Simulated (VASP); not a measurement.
Here is a VASP 6.6.1 calculation.

INCAR

```
PREC = Accurate ; ENCUT = 520
EDIFF = 1E-6 ; ISMEAR = 0
SIGMA = 0.02 ; LREAL = F
LASPH = T ; NELM = 60
ALGO = Normal ; ISIF = 2
LWAVE = F ; LCHARG = F
GGA = PE ; NBANDS = 39
```

Contents of KPOINTS:

```
Automatic mesh
0
Gamma
  12 12 4
```

File POSCAR:

```
TePb3Se2
1.0
    4.3408365843      0.0000000280      0.0000000000
   -2.1704183164      3.7592747416      0.0000000000
    0.0000000000      0.0000000000     10.6241419312
Te Pb Se
1 3 2
Direct
    0.0000000000      0.0000000000      0.5000000000
    0.3333333333      0.6666666667      0.6813627262
    0.6666666667      0.3333333333      0.3186372738
    0.0000000000      0.0000000000      0.0000000000
    0.3333333333      0.6666666667      0.1599596926
    0.6666666667      0.3333333333      0.8400403074
```

Potentials or basis: VASP PAW PBE potentials, release 64 (Te, Pb_d, Se).

Command:

```console
$ cat potpaw_PBE.64/Te/POTCAR potpaw_PBE.64/Pb_d/POTCAR potpaw_PBE.64/Se/POTCAR > POTCAR
$ mpirun -np 1 vasp_std > vasp.out
```

Question: Estimate the pressure.

Answer: 5.1 GPa.

Question: Estimate the band gap on the k mesh.

Answer: 0.30 eV.

Forces on the atoms (eV/Å):
```
Te   0.000  0.000  0.000
Pb   0.000  0.000 -0.002
Pb   0.000  0.000  0.002
Pb   0.000  0.000  0.000
Se   0.000  0.000  0.000
Se   0.000  0.000  0.000
```

Caveat: the cell stands under pressure; spin-orbit coupling is left out, which moves the levels of the heavy elements. A k mesh can miss the band edges.
